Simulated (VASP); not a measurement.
**Ga3As3CO: single point with PBE+D3(BJ)**

Ga3As3CO, a slab with vacuum:

```
Ga As O C
1.0
     4.01370    0.00000    0.00000
     0.00000    5.67623    0.00000
     0.00000    0.00000   23.33527
Ga As O C
3 3 1 1
Direct
  0.50000 0.50000 0.17141
  0.00000 0.06538 0.26800
  0.50000 0.48946 0.32285
  0.00000 0.25000 0.17141
  0.50000 0.81022 0.25049
  0.00000 0.28876 0.35934
  0.00000 0.12209 0.48361
  0.00000 0.12209 0.53290
```

```json
{
  "Program": "VASP 6.6.1",
  "Task": "single point",
  "Functional": "PBE",
  "Dispersion": "D3(BJ)",
  "Potentials or basis": "VASP PAW PBE potentials, release 64 (Ga_d, As, O, C)",
  "Cutoff": "520 eV",
  "k mesh": "7 × 5 × 1",
  "Occupations": "gaussian, width 0.05 eV",
  "Spin": "no spin polarisation"
}
```

* Largest force: 1.120 eV/Å
* Band gap on the k mesh: 0.40 eV (least direct gap 0.76 eV)
* Dispersion energy per atom: -0.159 eV

Forces in eV/Å, atoms in the order of the input:
```
Ga   0.000 -0.320  1.021
Ga   0.000  0.010 -0.004
Ga   0.000 -0.002 -0.042
As   0.000  0.326 -1.072
As   0.000  0.025 -0.004
As   0.000  0.083 -0.226
O    0.000 -0.147  0.991
C    0.000  0.026 -0.664
```

Levels at points of the mesh, in eV from the valence-band top:
| k point | band 29 | band 30 | band 31 | band 32 | band 33 | band 34 | band 35 | band 36 |
| --- | --- | --- | --- | --- | --- | --- | --- | --- |
| (0.00, 0.00, 0.00) | -1.31 | -0.89 | -0.84 | 0.00 | 0.76 | 1.64 | 2.21 | 2.43 |

Run time: 5 min on 1 thread of Intel(R) Xeon(R) 6975P-C (Granite Rapids), with other jobs on the host, peak memory 0.64 GiB.
